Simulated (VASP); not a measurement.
Set up this calculation in VASP 6.6.1, as the native input.

* Task: single point
* Functional: PBEsol
* Potentials or basis: VASP PAW PBE potentials, release 64 (Al, Ga_d, N)
* Cutoff: 520 eV
* k mesh: 6 × 6 × 6
* Occupations: gaussian, width 0.05 eV
* Spin: no spin polarisation
* Dipole correction: no
* Further INCAR settings: ALGO = Normal; EDIFF = 1e-06; NBANDS = 31

The structure of Al3GaN4 lies in POSCAR:

```
Al3GaN4
1.0
    4.3630472571      0.0000000000      0.0000000000
    0.0000000000      4.3630472571      0.0000000000
    0.0000000000      0.0000000000      4.3630472571
Al Ga N
3 1 4
Direct
    0.5000000000      0.5000000000      0.0000000000
    0.5000000000      0.0000000000      0.5000000000
    0.0000000000      0.5000000000      0.5000000000
    0.0000000000      0.0000000000      0.0000000000
    0.7447140287      0.7447140287      0.2552859713
    0.7447140287      0.2552859713      0.7447140287
    0.2552859713      0.7447140287      0.7447140287
    0.2552859713      0.2552859713      0.2552859713
```

These files were run (other wordings do the same):

INCAR

```
PREC = Accurate ; ENCUT = 520
EDIFF = 1E-6 ; ISMEAR = 0
SIGMA = 0.05 ; LREAL = False
LASPH = True ; NELM = 100
ALGO = Normal ; ISIF = 2
LWAVE = False ; LCHARG = False
GGA = PS ; NBANDS = 31
```

KPOINTS

```
regular mesh
0
Gamma
  6 6 6
```

Potentials or basis: VASP PAW PBE potentials, release 64 (Al, Ga_d, N).

Launch:

```sh
$ cat potpaw_PBE.64/Al/POTCAR potpaw_PBE.64/Ga_d/POTCAR potpaw_PBE.64/N/POTCAR > POTCAR
$ mpirun -np 1 vasp_std > vasp.out
```

It gave:

```json
{
 "Pressure": "6.3 GPa",
 "Largest force": "0.005 eV/Å",
 "Band gap on the k mesh": "3.34 eV, indirect (the least direct gap lies 2.3 meV higher)"
}
```

Caveat: the PAW data sets were made with another functional, which shifts forces and pressure a little.

Run time: 33 s on 1 thread of Intel Xeon 6975P-C, with other jobs on the host, peak memory 0.2 GiB.
